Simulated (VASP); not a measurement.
A run of VASP 6.6.1 is set up as follows.

The input INCAR:

```
ALGO     = Normal         # electronic algorithm
EDIFF    = 1E-6           # SCF threshold, eV
EDIFFG   = -0.002         # ionic threshold
ENCUT    = 600            # plane-wave cutoff, eV
GGA      = PS             # functional
IBRION   = 2              # ionic algorithm
ISIF     = 3              # what is computed and relaxed
ISMEAR   = 0              # smearing method
LASPH    = T              # aspherical terms in the spheres
LCHARG   = F              # write CHGCAR
LREAL    = F              # projectors in reciprocal space
LWAVE    = F              # write WAVECAR
NELM     = 60             # most SCF steps
NSW      = 100            # ionic steps
PREC     = Accurate       # precision mode
PSTRESS  = 20.0         
SIGMA    = 0.01           # smearing width, eV
```

Contents of KPOINTS:

```
k-points
0
Gamma
  6 6 6
```

Contents of POSCAR:

```
CdS
1.0
    0.0000000000      2.9122848905      2.9122848905
    2.9122848905      0.0000000000      2.9122848905
    2.9122848905      2.9122848905      0.0000000000
Cd S
1 1
Direct
    0.0000000000      0.0000000000      0.0000000000
    0.7500000000      0.7500000000      0.7500000000
```

Potentials or basis: VASP PAW PBE potentials, release 64 (Cd, S).

The run is started by

```console
$ cat potpaw_PBE.64/Cd/POTCAR potpaw_PBE.64/S/POTCAR > POTCAR
$ mpirun -np 1 vasp_std > vasp.out
```

(1) Estimate the relaxed volume.

(2) What does it give for the relaxed cell?

(3) What does it give for the band gap on the k mesh?

(4) Predict the space group after relaxing (to 0.1 Å).

## Answers

(1) 24.10 Å³/atom.

(2) a = 4.085 Å, b = 4.085 Å, c = 4.085 Å, α = 60.00°, β = 60.00°, γ = 60.00°.

(3) 1.07 eV.

(4) F-43m (No. 216).

Caveat: the cell is relaxed towards a set pressure, so the run minimises the enthalpy, not the energy; the PAW data sets were made with another functional, which shifts forces and pressure a little.
